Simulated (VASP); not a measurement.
# Al (P6_3/mmc) in VASP: further runs, part 2 of 2

VASP 6.6.1. The steps go on from the part before.

### Step 3. Single point, LDA

This run uses another cell than the first one, of 14.06 Å³/atom, 1.008 times its volume.

INCAR reads:

```
SYSTEM = Al
  ALGO = Normal
  EDIFF = 1E-7
  ENCUT = 520
  GGA = CA
  ISIF = 2
  ISMEAR = 0
  LASPH = .TRUE.
  LCHARG = .TRUE.
  LELF = .TRUE.
  LREAL = .FALSE.
  LVHAR = .TRUE.
  LWAVE = .FALSE.
  NBANDS = 10
  NELM = 60
  PREC = Accurate
  SIGMA = 0.15
```

KPOINTS reads:

```
k-points
0
G
  18 18 10
  0 0 0
```

POSCAR reads:

```
Al
1.0
    2.6063000000      0.0000000000      0.0000000000
   -1.3031500000      2.2571220099      0.0000000000
    0.0000000000      0.0000000000      4.7800000000
Al
2
Direct
    0.6666666667      0.3333333333      0.7500000000
    0.3333333333      0.6666666667      0.2500000000
```

Potentials or basis: VASP PAW LDA potentials, release 64 (Al).

Run with:

```sh
cat potpaw_LDA.64/Al/POTCAR > POTCAR
mpirun -np 1 vasp_std > vasp.out
```

It used 44 s of CPU time on 1 thread of AMD EPYC 7R13 Processor (Zen 3) (shared host).

Results (log left out):

```
Free energy            : -8.0870 eV
Pressure               : 15.7 GPa
Band gap on the k mesh : zero (band 3 reaches 12.89 eV, above the bottom of band 4 at 6.46 eV)
```

Stress tensor (GPa, compression positive):
```
20.90  0.00  0.00
 0.00 20.90  0.00
 0.00  0.00  5.38
```

Levels at points of the mesh, in eV from the Fermi level:
| k point | band 1 | band 2 | band 3 | band 4 | band 5 | band 6 |
| --- | --- | --- | --- | --- | --- | --- |
| (0.00, 0.00, 0.00) | -12.21 | -6.05 | -5.79 | 10.71 | 12.15 | 13.46 |
| (0.50, 0.00, 0.00) | -5.33 | -5.13 | 0.41 | 0.67 | 1.24 | 1.40 |
| (0.00, 0.00, 0.50) | -10.61 | -10.61 | 1.59 | 1.59 | 14.20 | 14.20 |
| (0.50, 0.00, 0.50) | -4.20 | -4.20 | -3.06 | -3.06 | 7.46 | 7.46 |

### Step 4. Single point, LDA

This run uses another cell than the first one, of 14.02 Å³/atom, 1.005 times its volume.

INCAR reads:

```
SYSTEM = Al
PREC = Accurate
ENCUT = 520
EDIFF = 1E-6
ISMEAR = 0
SIGMA = 0.15
LREAL = .FALSE.
LASPH = .TRUE.
NELM = 80
ALGO = Fast
ISIF = 2
LWAVE = .FALSE.
LCHARG = .FALSE.
GGA = CA
NBANDS = 10
```

KPOINTS reads:

```
regular mesh
0
G
  18 18 10
  0 0 0
```

POSCAR reads:

```
Al
1.0
    2.6553000000      0.0000000000      0.0000000000
   -1.3276500000      2.2995572547      0.0000000000
    0.0000000000      0.0000000000      4.5925000000
Al
2
Direct
    0.6666666667      0.3333333333      0.7500000000
    0.3333333333      0.6666666667      0.2500000000
```

Potentials or basis: VASP PAW LDA potentials, release 64 (Al).

Run with:

```sh
cat potpaw_LDA.64/Al/POTCAR > POTCAR
mpirun -np 1 vasp_std > vasp.out
```

OUTCAR:

```text
SYSTEM = Al
   PREC = Accurate
   ENCUT = 520
   EDIFF = 1E-6
   ISMEAR = 0
   LREAL = .FALSE.
   LASPH = .TRUE.
   NELM = 80
   ISIF = 2
   GGA = CA

 ion  position               nearest neighbor table
   1  0.667  0.333  0.750-   2 2.76   2 2.76   2 2.76   2 2.76   2 2.76   2 2.76
   2  0.333  0.667  0.250-   1 2.76   1 2.76   1 2.76   1 2.76   1 2.76   1 2.76

  LATTYP: Found a hexagonal cell.
 ALAT       =     2.6553000000
 C/A-ratio  =     1.7295597484

  Lattice vectors:

[... 504 lines left out ...]

  FORCE on cell =-STRESS in cart. coord.  units (eV):
  Direction    XX          YY          ZZ          XY          YZ          ZX
  --------------------------------------------------------------------------------------
  -------------------------------------------------------------------------------------
  Total        2.8411229      2.8411229      1.8403646      0.0000000      0.0000000      0.0000000
  in kB      162.3280645    162.3280645    105.1495594      0.0000000      0.0000000      0.0000000
  external PRESSURE =     143.2685628 kB  Pullay stress =       0.0000000 kB

 VOLUME and BASIS-vectors are now :
 -----------------------------------------------------------------------------
  energy-cutoff  :      520.00
  volume of cell :       28.04
      direct lattice vectors                 reciprocal lattice vectors
     2.655300000  0.000000000  0.000000000     0.376605280  0.217433160  0.000000000
    -1.327650000  2.299557255  0.000000000     0.000000000  0.434866320  0.000000000
     0.000000000  0.000000000  4.592500000     0.000000000  0.000000000  0.217746326

 POSITION                                       TOTAL-FORCE (eV/Angst)
 -----------------------------------------------------------------------------------
      1.32765      0.76652      3.44437         0.000000      0.000000      0.000000
     -0.00000      1.53304      1.14813        -0.000000     -0.000000      0.000000
 -----------------------------------------------------------------------------------
    total drift:                                0.000000     -0.000000     -0.000000

  FREE ENERGIE OF THE ION-ELECTRON SYSTEM (eV)
  ---------------------------------------------------
  free  energy   TOTEN  =        -8.1532855826 eV

  energy  without entropy=       -8.1457907564  energy(sigma->0) =       -8.14953817
```

stdout:

```text
POSCAR found type information on POSCAR Al
 POSCAR found :  1 types and       2 ions
 scaLAPACK will be used
 LDA part: xc-table for (Slater(with rela. corr.)+CA(PZ))
 , standard interpolation
 POSCAR, INCAR and KPOINTS ok, starting setup
 FFT: planning ... GRIDC
 FFT: planning ... GRID_SOFT
 FFT: planning ... GRID
 WAVECAR not read
 entering main loop
```

Wall time 46 s (1 thread of AMD EPYC 7R13 (Zen 3), shared host); peak memory 0.13 GiB.

Results:

| Item | Value |
| --- | --- |
| Free energy | -8.1533 eV |
| Pressure | 14.3 GPa |
| Band gap on the k mesh | zero (band 3 reaches 13.57 eV, above the bottom of band 4 at 6.32 eV) |

Levels at points of the mesh, in eV from the Fermi level:
| k point | band 1 | band 2 | band 3 | band 4 | band 5 | band 6 | band 7 |
| --- | --- | --- | --- | --- | --- | --- | --- |
| (0.00, 0.00, 0.00) | -12.27 | -5.55 | -5.37 | 11.93 | 12.64 | 12.64 | 12.87 |
| (0.50, 0.00, 0.00) | -5.57 | -5.48 | 0.58 | 0.88 | 1.22 | 1.74 | 7.14 |
| (0.00, 0.00, 0.50) | -10.54 | -10.54 | 2.63 | 2.63 | 13.47 | 13.47 | 13.47 |
| (0.50, 0.00, 0.50) | -4.33 | -4.33 | -3.28 | -3.28 | 7.76 | 7.76 | 8.57 |

### Step 5. Single point, LDA

This run uses another cell than the first one, of 14.66 Å³/atom, 1.051 times its volume.

INCAR reads:

```
PREC = Accurate
ENCUT = 520
EDIFF = 1E-6
ISMEAR = 0
SIGMA = 0.15
LREAL = False
LASPH = True
NELM = 80
ALGO = Fast
ISIF = 2
LWAVE = False
LCHARG = False
GGA = CA
NBANDS = 10
```

KPOINTS reads:

```
regular mesh
0
Gamma
  18 18 10
```

POSCAR reads:

```
Al
1.0
    2.8024648109      0.0000000000      0.0000000000
   -1.4012324054      2.4270057195      0.0000000000
    0.0000000000      0.0000000000      4.3113000000
Al
2
Direct
    0.6666666667      0.3333333333      0.7500000000
    0.3333333333      0.6666666667      0.2500000000
```

Run with:

```sh
cat potpaw_LDA.64/Al/POTCAR > POTCAR
mpirun -np 1 vasp_std > vasp.out
```

Wall time 16 s (1 thread of Intel Xeon 6975P-C (Granite Rapids), shared host); peak memory 0.16 GiB.

The run converged. Its results:

* Free energy: -8.2284 eV
* Pressure: 8.6 GPa
* Band gap on the k mesh: zero (band 3 reaches 14.38 eV, above the bottom of band 4 at 5.59 eV)

Stress tensor (GPa, compression positive):
```
 6.17  0.00  0.00
 0.00  6.17  0.00
 0.00  0.00 13.58
```

Levels at points of the mesh, in eV from the Fermi level:
```
           k point  band 1  band 2  band 3  band 4  band 5  band 6  band 7
(0.00, 0.00, 0.00)  -11.94   -4.64   -3.78   10.43   10.43   10.80   10.80
(0.50, 0.00, 0.00)   -5.93   -5.75    0.69    1.54    1.94    2.39    5.34
(0.00, 0.00, 0.50)   -9.97   -9.97    4.90    4.90   11.72   11.72   11.72
(0.50, 0.00, 0.50)   -4.35   -4.35   -3.48   -3.48    7.00    7.00    7.87
```

### Step 6. Single point, LDA

This run uses another cell than the first one, of 14.77 Å³/atom, 1.059 times its volume.

INCAR reads:

```
SYSTEM = Al
PREC = Accurate ; ENCUT = 520
EDIFF = 1E-6 ; ISMEAR = 0
SIGMA = 0.15 ; LREAL = .False.
LASPH = .True. ; NELM = 100
ALGO = Fast ; ISIF = 2
LWAVE = .False. ; LCHARG = .False.
NBANDS = 10
```

KPOINTS reads:

```
regular mesh
0
Gamma
  18 18 10
  0 0 0
```

POSCAR reads:

```
Al
1.0
    2.7534000000      0.0000000000      0.0000000000
   -1.3767000000      2.3845143468      0.0000000000
    0.0000000000      0.0000000000      4.4988000000
Al
2
Direct
    0.6666666667      0.3333333333      0.7500000000
    0.3333333333      0.6666666667      0.2500000000
```

Potentials or basis: VASP PAW LDA potentials, release 64 (Al).

Run with:

```sh
cat potpaw_LDA.64/Al/POTCAR > POTCAR
mpirun -np 1 vasp_std > vasp.out
```

It took 16 s on 1 thread of Intel Xeon 6975P-C (Granite Rapids), shared host; peak memory 0.16 GiB.

It converged, with:

- Free energy: -8.2649 eV
- Pressure: 7.4 GPa
- Band gap on the k mesh: zero (band 3 reaches 13.33 eV, above the bottom of band 4 at 5.64 eV)

Stress tensor (GPa, compression positive):
```
7.40 0.00 0.00
0.00 7.40 0.00
0.00 0.00 7.32
```

Levels at points of the mesh, in eV from the Fermi level:
```csv
k point,band 1,band 2,band 3,band 4,band 5,band 6
"(0.00, 0.00, 0.00)",-11.90,-5.01,-4.57,11.39,11.39,11.55
"(0.50, 0.00, 0.00)",-5.63,-5.54,0.59,1.30,1.39,1.98
"(0.00, 0.00, 0.50)",-10.09,-10.09,3.63,3.63,12.44,12.44
"(0.50, 0.00, 0.50)",-4.25,-4.25,-3.36,-3.36,7.59,7.59
```

### Step 7. Summary

| cell | gap on the mesh (eV) | pressure (GPa) |
| --- | --- | --- |
| a = 2.704, b = 2.704, c = 4.405 Å, angles 90.0, 90.0, 120.0°, 2 atoms | none | 14.5 |
| a = 2.606, b = 2.606, c = 4.780 Å, angles 90.0, 90.0, 120.0°, 2 atoms | none | 15.7 |
| a = 2.655, b = 2.655, c = 4.593 Å, angles 90.0, 90.0, 120.0°, 2 atoms | none | 14.3 |
| a = 2.802, b = 2.802, c = 4.311 Å, angles 90.0, 90.0, 120.0°, 2 atoms | none | 8.6 |
| a = 2.753, b = 2.753, c = 4.499 Å, angles 90.0, 90.0, 120.0°, 2 atoms | none | 7.4 |

Alike in all rows: task single point; level LDA; potentials or basis VASP PAW LDA potentials, release 64 (Al); no spin polarisation; k mesh 18 × 18 × 10; cutoff (eV) 520; smearing gaussian 0.15 eV.

Absolute energies hang on the potentials; compare differences alone.
